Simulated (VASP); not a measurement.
# Be (P6_3/mmc) in VASP: notebook

Be is run at these levels: LDA; tasks: single point.

All numbers are computed with VASP 6.6.1; they aren't measurements. Logs are shortened: lines on timing, memory, paths and dates and some standing lists are left out, and cuts for length are marked.

## Step 1: The cell of the first run

Symmetry: P6_3/mmc, No. 194, hexagonal system. The conventional cell has a = 2.230 Å, b = 2.230 Å, c = 3.508 Å, α = 90.00°, β = 90.00°, γ = 120.00°. Within 2.9 Å of Be (site symmetry -6m2) lie 12 Be at 2.18 to 2.23 Å.

## Step 2: Single point, LDA

File INCAR:

```
  PREC = Accurate
  ENCUT = 520
  EDIFF = 1E-6
  ISMEAR = -1
  SIGMA = 0.1
  LREAL = F
  LASPH = T
  NELM = 100
  ALGO = Normal
  ISIF = 2
  LWAVE = F
  LCHARG = F
  GGA = CA
  NBANDS = 9
```

File KPOINTS:

```
Automatic mesh
0
Gamma
  8 8 4
```

File POSCAR:

```
Be
1.0
    2.2295160349      0.0000000000      0.0000000000
   -1.1147580175      1.9308175243      0.0000000000
    0.0000000000      0.0000000000      3.5083258361
Be
2
Direct
    0.3333333333      0.6666666667      0.2500000000
    0.6666666667      0.3333333333      0.7500000000
```

Potentials or basis: VASP PAW LDA potentials, release 64 (Be).

On the command line:

```console
cat potpaw_LDA.64/Be/POTCAR > POTCAR
mpirun -np 1 vasp_std > vasp.out
```

OUTCAR:

```text
PREC = Accurate
   ENCUT = 520
   EDIFF = 1E-6
   ISMEAR = -1
   LREAL = F
   LASPH = T
   NELM = 100
   ISIF = 2
   GGA = CA

 ion  position               nearest neighbor table
   1  0.333  0.667  0.250-   2 2.18   2 2.18   2 2.18   2 2.18   2 2.18   2 2.18
   2  0.667  0.333  0.750-   1 2.18   1 2.18   1 2.18   1 2.18   1 2.18   1 2.18

  LATTYP: Found a hexagonal cell.
 ALAT       =     2.2295160349
 C/A-ratio  =     1.5735817914

  Lattice vectors:

 A1 = (   2.2295160349,   0.0000000000,   0.0000000000)
 A2 = (  -1.1147580175,   1.9308175243,   0.0000000000)
 A3 = (   0.0000000000,   0.0000000000,   3.5083258361)

Analysis of symmetry for initial positions (statically):
=====================================================================
 Subroutine PRICEL returns:
 Original cell was already a primitive cell.

 Routine SETGRP: Setting up the symmetry group for a
 hexagonal supercell.

 Subroutine GETGRP returns: Found 24 space group operations
 (whereof 12 operations were pure point group operations)
 out of a pool of 24 trial point group operations.

The static configuration has the point symmetry D_3d.
 The point group associated with its full space group is D_6h.

Analysis of symmetry for dynamics (positions and initial velocities):
=====================================================================
 Subroutine PRICEL returns:
 Original cell was already a primitive cell.

 Routine SETGRP: Setting up the symmetry group for a
 hexagonal supercell.

 Subroutine GETGRP returns: Found 24 space group operations
 (whereof 12 operations were pure point group operations)
 out of a pool of 24 trial point group operations.

The dynamic configuration has the point symmetry D_3d.
 The point group associated with its full space group is D_6h.

 Subroutine INISYM returns: Found 24 space group operations
 (whereof 12 operations are pure point group operations),
 and found     1 'primitive' translations

----------------------------------------------------------------------------------------

                                     Primitive cell

  volume of cell :      15.1026

  direct lattice vectors                    reciprocal lattice vectors
     2.229516035  0.000000000  0.000000000     0.448527835  0.258957666  0.000000000
    -1.114758018  1.930817524  0.000000000     0.000000000  0.517915332  0.000000000
     0.000000000  0.000000000  3.508325836     0.000000000  0.000000000  0.285036239

  length of vectors
     2.229516035  2.229516035  3.508325836     0.517915332  0.517915332  0.285036239

  position of ions in fractional coordinates (direct lattice)
     0.333333333  0.666666667  0.250000000
     0.666666667  0.333333333  0.750000000

  ion indices of the primitive-cell ions
   primitive index   ion index
                 1           1
                 2           2

----------------------------------------------------------------------------------------

 KPOINTS: Automatic mesh

Automatic generation of k-mesh.
 Grid dimensions read from file:
 generate k-points for:    8    8    4

 Generating k-lattice:

  Cartesian coordinates                     Fractional coordinates (reciprocal lattice)
     0.056065979  0.032369708  0.000000000     0.125000000  0.000000000  0.000000000
     0.000000000  0.064739417  0.000000000     0.000000000  0.125000000  0.000000000
     0.000000000  0.000000000  0.071259060     0.000000000  0.000000000  0.250000000

  Length of vectors
     0.064739417  0.064739417  0.071259060

  Shift w.r.t. Gamma in fractional coordinates (k-lattice)
     0.000000000  0.000000000  0.000000000

 Subroutine IBZKPT returns following result:
 ===========================================

 Found     30 irreducible k-points:

 Following reciprocal coordinates:
            Coordinates               Weight
  0.000000  0.000000  0.000000      1.000000
  0.125000  0.000000  0.000000      6.000000
  0.250000  0.000000  0.000000      6.000000
  0.375000  0.000000  0.000000      6.000000
  0.500000  0.000000  0.000000      3.000000
  0.125000  0.125000  0.000000      6.000000
[... 16 lines left out ...]
  0.250000  0.000000  0.500000      6.000000
  0.375000  0.000000  0.500000      6.000000
 [... further k-points ...]
   k-points           NKPTS =     30   k-points in BZ     NKDIM =     30   number of bands    NBANDS=      9
   number of dos      NEDOS =    301   number of ions     NIONS =      2
   total plane-waves  NPLWV =   9072
   dimension x,y,z NGX =    18 NGY =   18 NGZ =   28
   dimension x,y,z NGXF=    36 NGYF=   36 NGZF=   56
   ions per type =               2
   NGX,Y,Z   is equivalent  to a cutoff of  13.42, 13.42, 13.27 a.u.
   NGXF,Y,Z  is equivalent  to a cutoff of  26.84, 26.84, 26.54 a.u.
 SYSTEM =  unknown system
   PREC   = accura    normal or accurate (medium, high low for compatibility)
   ISTART =      0    job   : 0-new  1-cont  2-samecut
   ICHARG =      2    charge: 1-file 2-atom 10-const
   ISPIN  =      1    spin polarized calculation?
   LNONCOLLINEAR =      F non collinear calculations
   LSORBIT =      F    spin-orbit coupling
   LASPH  =      T    aspherical Exc in radial PAW
   ENCUT  =  520.0 eV  38.22 Ry    6.18 a.u.   4.15  4.15  6.52*2*pi/ulx,y,z
   NELM   =    100;   NELMIN=  2; NELMDL= -5     # of ELM steps
   EDIFF  = 0.1E-05   stopping-criterion for ELM
   LREAL  =      F    real-space projection
   EDIFFG = 0.1E-04   stopping-criterion for IOM
   NSW    =      0    number of steps for IOM
   IBRION =     -1    ionic relax: 0-MD 1-quasi-New 2-CG
   NFREE  =      0    steps in history (QN), initial steepest desc. (CG)
   ISIF   =      2    stress and relaxation
   ISYM   =      2    0-nonsym 1-usesym 2-fastsym
   POTIM  = 0.5000    time-step for ionic-motion
   TEBEG  =    0.0;   TEEND  =   0.0 temperature during run
   PSTRESS=    0.0 pullay stress
   NELECT =       4.0000    total number of electrons
   NUPDOWN=      -1.0000    fix difference up-down
   EMIN   =  10.00;   EMAX   =-10.00  energy-range for DOS
   EFERMI =   0.00;   METHOD = LEGACY
   ISMEAR =    -1;   SIGMA  =   0.10  broadening in eV -4-tet -1-fermi 0-gaus
   EFERMI_NEDOS =   21; number of points for ismear=-14 and -15
   IALGO  =     38    algorithm
   IMIX   =      4    mixing-type and parameters
     AMIX     =   0.40;   BMIX     =  1.00
     AMIX_MAG =   1.60;   BMIX_MAG =  1.00
  volume/ion in A,a.u.               =       7.55        50.96
  Fermi-wavevector in a.u.,A,eV,Ry     =   1.051343  1.986749 15.038807  1.105321
  Thomas-Fermi vector in A             =   2.186382
   LORBIT       =      0    0 simple, 1 ext, 2 COOP (PROOUT), +10 PAW based schemes
   GGA     = CA    functional components
   LHFCALC =     F    Hartree Fock is set to
   AEXX    =    0.0000 exact exchange contribution
   IVDW    =     0    specifies the selected vdW correction
   LEPSILON=     F    determine dielectric tensor
   LRPA    =     F    only Hartree local field effects (RPA)
 non-spin polarized calculation
  energy-cutoff  :      520.00
  volume of cell :       15.10
 maximum number of plane-waves:       424
 NGX is ok and might be reduce to    18
   NGX =  9   NGY =  9   NGZ = 13

 number of electron       4.0000000 magnetization

 Free energy of the ion-electron system (eV)
  ---------------------------------------------------
  ext. energy  EPLUGINS =         0.00000000
  ---------------------------------------------------
  free energy    TOTEN  =        -8.38599560 eV

  energy without entropy =       -8.37443452  energy(sigma->0) =       -8.38021506

 E-fermi :   7.8059     XC(G=0): -10.7732

 val. band max:        6.7418971342   @ k =   0.2500   0.1250   0.0000
 cond. band min:       7.8946965767   @ k =   0.3750   0.0000   0.0000
 fundamental gap:      1.1527994425
 Fermi energy:         7.8058583695

 k-point     1 :       0.0000    0.0000    0.0000
  band No.  band energies     occupation
      1      -4.3017      2.00000
      2       2.5516      2.00000
      3       8.5443      0.00124
      4      23.4467      0.00000
      5      23.4467      0.00000
      6      26.3766      0.00000
      7      26.3766      0.00000
      8      28.5014      0.00000
      9      35.1382      0.00000

 k-point     2 :       0.1250    0.0000    0.0000
  band No.  band energies     occupation
      1      -3.8531      2.00000
      2       3.1568      2.00000
      3       8.6256      0.00055
      4      20.4147      0.00000
      5      21.4440      0.00000
      6      26.3397      0.00000
      7      26.9549      0.00000
      8      27.5077      0.00000
      9      30.8036      0.00000

 k-point     3 :       0.2500    0.0000    0.0000
  band No.  band energies     occupation
      1      -2.5050      2.00000
      2       4.9608      2.00000
      3       8.5611      0.00105
      4      15.6454      0.00000
      5      18.9311      0.00000
      6      23.4359      0.00000
      7      24.1261      0.00000
      8      26.0455      0.00000
      9      27.7190      0.00000

 k-point     4 :       0.3750    0.0000    0.0000
  band No.  band energies     occupation
      1      -0.2850      2.00000
      2       6.6878      1.99997
      3       7.8947      0.58289
      4      13.6981      0.00000
      5      17.2874      0.00000
      6      17.8025      0.00000
      7      19.9359      0.00000
      8      24.8930      0.00000
      9      27.6187      0.00000
[... 205 lines left out ...]
 k-point    22 :       0.1250    0.0000    0.5000
  band No.  band energies     occupation
      1      -1.6771      2.00000
      2      -1.6771      2.00000
      3      18.2254      0.00000
      4      18.2254      0.00000
      5      22.9887      0.00000
      6      22.9887      0.00000
      7      23.7254      0.00000
      8      23.7254      0.00000
      9      31.1231      0.00000

 k-point    23 :       0.2500    0.0000    0.5000
  band No.  band energies     occupation
      1      -0.3177      2.00000
      2      -0.3177      2.00000
      3      16.0875      0.00000
      4      16.0875      0.00000
      5      20.7199      0.00000
      6      20.7199      0.00000
      7      21.5009      0.00000
      8      21.5009      0.00000
      9      29.8779      0.00000

 k-point    24 :       0.3750    0.0000    0.5000
  band No.  band energies     occupation
      1       1.7841      2.00000
      2       1.7841      2.00000
      3      11.5154      0.00000
      4      11.5154      0.00000
      5      19.9452      0.00000
      6      19.9452      0.00000
      7      21.8269      0.00000
      8      21.8269      0.00000
      9      28.6420      0.00000

 [... further k-points ...]
[... 5 lines left out ...]
  --------------------------------------------------------------------------------------
  -------------------------------------------------------------------------------------
  Total       -0.0870811     -0.0870811      0.3153106      0.0000000     -0.0000000      0.0000000
  in kB       -9.2380974     -9.2380974     33.4500979      0.0000000     -0.0000000      0.0000000
  external PRESSURE =       4.9913010 kB  Pullay stress =       0.0000000 kB

 VOLUME and BASIS-vectors are now :
 -----------------------------------------------------------------------------
  energy-cutoff  :      520.00
  volume of cell :       15.10
      direct lattice vectors                 reciprocal lattice vectors
     2.229516035  0.000000000  0.000000000     0.448527835  0.258957666  0.000000000
    -1.114758018  1.930817524  0.000000000     0.000000000  0.517915332  0.000000000
     0.000000000  0.000000000  3.508325836     0.000000000  0.000000000  0.285036239

 POSITION                                       TOTAL-FORCE (eV/Angst)
 -----------------------------------------------------------------------------------
     -0.00000      1.28721      0.87708        -0.000000     -0.000000      0.000000
      1.11476      0.64361      2.63124         0.000000      0.000000      0.000000
 -----------------------------------------------------------------------------------
    total drift:                                0.000000     -0.000000      0.000000

  FREE ENERGIE OF THE ION-ELECTRON SYSTEM (eV)
  ---------------------------------------------------
  free  energy   TOTEN  =        -8.3859956014 eV

  energy  without entropy=       -8.3744345180  energy(sigma->0) =       -8.38021506
```

Wall time 3.4 s (1 thread of Intel Xeon Platinum 8259CL at 2.50GHz (Skylake/Cascade Lake), shared host); peak memory 0.11 GiB.

What came out:

```yaml
Free_energy: -8.3860 eV
Pressure: 0.5 GPa
Band_gap_on_the_k_mesh: zero (band 2 reaches 7.94 eV, above the bottom of band 3 at 7.89 eV)
```

Stress tensor (GPa, compression positive):
```
-0.92  0.00  0.00
 0.00 -0.92  0.00
 0.00  0.00  3.35
```

Caveat: the k points lie up to 0.45 Å⁻¹ apart.

## Step 3: Single point, LDA

File INCAR:

```
SYSTEM = Be
ALGO = Normal
EDIFF = 1E-6
ENCUT = 520
ISIF = 2
ISMEAR = -1
LASPH = .TRUE.
LCHARG = .FALSE.
LREAL = .FALSE.
LWAVE = .FALSE.
NBANDS = 9
NELM = 100
PREC = Accurate
SIGMA = 0.1
```

File KPOINTS:

```
k-points
0
G
  10 10 6
  0 0 0
```

POSCAR is that of step 2.

Potentials or basis: VASP PAW LDA potentials, release 64 (Be).

On the command line:

```console
cat potpaw_LDA.64/Be/POTCAR > POTCAR
mpirun -np 1 vasp_std > vasp.out
```

It took 5.6 s on 1 thread of Intel Xeon Platinum 8259CL at 2.50GHz (Skylake/Cascade Lake), shared host; peak memory 0.11 GiB.

The run converged. Its results:

```yaml
Free_energy: -8.3950 eV
Pressure: 0.7 GPa
Band_gap_on_the_k_mesh: zero (band 2 reaches 7.51 eV, above the bottom of band 3 at 6.86 eV)
```

Stress tensor (GPa, compression positive):
```
 2.02  0.00  0.00
 0.00  2.02  0.00
 0.00  0.00 -1.94
```

Levels at points of the mesh, in eV from the Fermi level:
```tsv
k point	band 1	band 2	band 3	band 4	band 5	band 6	band 7
(0.00, 0.00, 0.00)	-11.44	-4.59	1.41	16.31	16.31	19.24	19.24
(0.50, 0.00, 0.00)	-5.15	-3.12	3.69	6.68	7.08	9.58	10.58
(0.00, 0.00, 0.50)	-9.28	-9.28	11.08	11.08	17.99	17.99	17.99
(0.50, 0.00, 0.50)	-3.76	-3.76	1.82	1.82	12.26	12.26	15.79
```
